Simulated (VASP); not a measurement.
Set up this calculation in VASP 6.6.1, as the native input.

| Quantity | Value |
| --- | --- |
| Task | single point |
| Functional | LDA |
| Potentials or basis | VASP PAW LDA potentials, release 64 (Mg_sv, O) |
| Cutoff | 840 eV |
| k mesh | 6 × 6 × 6 |
| Occupations | gaussian, width 0.01 eV |
| Spin | no spin polarisation |
| Dipole correction | no |
| Further INCAR settings | ALGO = Normal; EDIFF = 1e-06; NBANDS = 15 |

The structure of MgO lies in POSCAR:

```
MgO
1.0
   -0.0103800000      2.1340300000      2.0785000000
    2.0860000000     -0.0171000000      2.0852200000
    2.0729500000      2.1276900000     -0.0040400000
Mg O
1 1
Direct
    0.9960300000      0.0476900000      0.9449100000
    0.5187738303      0.5654037174      0.4659302718
```

The input as run:

INCAR

```
PREC     = Accurate       # precision mode
ENCUT    = 840            # plane-wave cutoff, eV
EDIFF    = 1E-6           # SCF threshold, eV
ISMEAR   = 0              # smearing method
SIGMA    = 0.01           # smearing width, eV
LREAL    = False          # projectors in reciprocal space
LASPH    = True           # aspherical terms in the spheres
NELM     = 120            # most SCF steps
ALGO     = Normal         # electronic algorithm
ISIF     = 2              # what is computed and relaxed
LWAVE    = False          # write WAVECAR
LCHARG   = False          # write CHGCAR
NBANDS   = 15             # bands
GGA_COMPAT= False
```

KPOINTS

```
Automatic mesh
0
Gamma
  6 6 6
```

Potentials or basis: VASP PAW LDA potentials, release 64 (Mg_sv, O).

Command:

```bash
$ cat potpaw_LDA.64/Mg_sv/POTCAR potpaw_LDA.64/O/POTCAR > POTCAR
$ mpirun -np 1 vasp_std > vasp.out
```

It gave:

The pressure is -2.4 GPa. The largest force is 0.774 eV/Å and the band gap on the k mesh is 4.64 eV.

Caveat: the k points lie up to 0.43 Å⁻¹ apart.

It took 20 s on 1 thread of AMD EPYC 9R45 96-Core Processor (Zen 5), on a shared host, peak memory 0.15 GiB.
